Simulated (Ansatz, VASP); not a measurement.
## Cu: VASP beside Ansatz

File INCAR:

```
PREC = Accurate ; ENCUT = 520
EDIFF = 1E-7 ; ISMEAR = 0
SIGMA = 0.15 ; LREAL = False
LASPH = True ; NELM = 60
ALGO = Fast ; ISIF = 2
LWAVE = False ; LCHARG = True
LELF = True ; LVHAR = True
NBANDS = 12
```

The input KPOINTS:

```
Automatic mesh
0
Gamma
  24 24 24
```

POSCAR

```
Cu
1.0
   -1.5149329860      1.5149329860      1.3760814500
    1.5149329860     -1.5149329860      1.3760814500
    1.5149329860      1.5149329860     -1.3760814500
Cu
1
Direct
    0.0000000000      0.0000000000      0.0000000000
```

Input for Ansatz:

```yaml
crystal:
  lattice:
    - [-1.514932986, 1.514932986, 1.37608145]
    - [1.514932986, -1.514932986, 1.37608145]
    - [1.514932986, 1.514932986, -1.37608145]
  atoms:
    - { symbol: Cu, position: [0.0, 0.0, 0.0] }
basis:
  ecutwfc: 420
kpoints:
  mp_grid: { grid: [24, 24, 24] }
hamiltonian:
  xc: lda
scf:
  occupations: { method: gaussian, width: 0.15 }
output:
  forces: true
  stress: true
  eigenvalues: true
```

Change from the starting cell: strain +0.0500 x Voigt [1, 1, 0, 0, 0, 0], atoms carried along.

Alike in both runs: task single point; functional LDA; k mesh 24 × 24 × 24; occupations gaussian, width 0.15 eV; no spin polarisation.

```csv
,VASP,Ansatz
version,VASP 6.6.1,Ansatz 0.2.0
potentials or method,"VASP PAW LDA potentials, release 64 (Cu), cutoff 520 eV","scalar-relativistic, plane waves, PAW"
valence electrons in the cell,11,19
```

```csv
,VASP,Ansatz,Ansatz less VASP
gap on the k mesh at the Fermi level (eV),none,none,-
pressure (GPa),-17.8,-18.6,-0.84
"traceless stress, the component that is largest in VASP (GPa)",-0.13,-0.18,-0.044
```

LDA's correlation is that of Perdew and Zunger in VASP and of Perdew and Wang (1992) in Ansatz. A gap of «none» marks a metal or a gap that the smearing closes. VASP's potentials hold 11 valence electrons a cell and Ansatz's 19, so a difference there can come from the potentials and not from the codes.
